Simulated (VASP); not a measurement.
A run of VASP 6.6.1:

INCAR

```
SYSTEM = Ti
ALGO = Normal ; EDIFF = 1E-6
ENCUT = 520 ; GGA = PS
ISIF = 2 ; ISMEAR = -1
LASPH = .True. ; LCHARG = .False.
LREAL = .False. ; LWAVE = .False.
NBANDS = 19 ; NELM = 100
PREC = Accurate ; SIGMA = 0.08
```

File KPOINTS:

```
k-points
0
Gamma
  13 13 7
  0 0 0
```

The input POSCAR:

```
Ti
1.0
    3.0089978176      0.0000000000      0.0000000000
   -1.5044989088      2.6058685500      0.0000000000
    0.0000000000      0.0000000000      4.6860000000
Ti
2
Direct
    0.3333333333      0.6666666667      0.2500000000
    0.6666666667      0.3333333333      0.7500000000
```

Potentials or basis: VASP PAW PBE potentials, release 64 (Ti_sv).

Run with:

```console
$ cat potpaw_PBE.64/Ti_sv/POTCAR > POTCAR
$ mpirun -np 1 vasp_std > vasp.out
```

Hardware: 1 thread of Intel(R) Xeon(R) 6975P-C (Granite Rapids), with other jobs on the host.

Problem. Estimate the wall time of this run.

Solution. It took 19 s on 1 thread of Intel(R) Xeon(R) 6975P-C (Granite Rapids) (shared host), peak memory 0.18 GiB. Counts: scf iterations 13, k points 84.
